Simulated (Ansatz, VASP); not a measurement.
## TiH2: VASP beside Ansatz

```
Ti H
1.0
     2.81531    0.00000    0.00000
     0.00000    6.43117    0.00000
     0.00000    0.00000   23.80000
Ti H
1 2
Cartesian
  0.0000 0.0000 7.0000
  1.4077 5.1628 7.0000
  1.4077 1.2684 7.0000
```

Alike in both runs: functional PBE; k mesh 16 × 8 × 1; occupations gaussian, width 0.1 eV; collinear spin.

Ansatz relaxed the structure, and its values are those at the end. VASP's run is a single point on that final structure, the one shown.

|  | VASP | Ansatz |
| --- | --- | --- |
| version | VASP 6.6.1 | Ansatz 0.2.0 |
| potentials or method | VASP PAW PBE potentials, release 64 (Ti_sv, H), cutoff 520 eV | scalar-relativistic, plane waves, PAW |
| valence electrons in the cell | 14 | 14 |

```csv
,VASP,Ansatz,Ansatz less VASP
gap on the k mesh at the Fermi level (eV),none,none,-
rms of the force components (eV/Å),0.005,0.001,-0.0032
net moment per atom (μB),0.67,0.67,0.000
size of the moment on the site where the two differ most (μB),1.48,1.03,-0.451
```

Site moments also hang on the region over which each program counts them. A gap of «none» marks a metal or a gap that the smearing closes. Ansatz's warnings: xc potential rough in thin density.
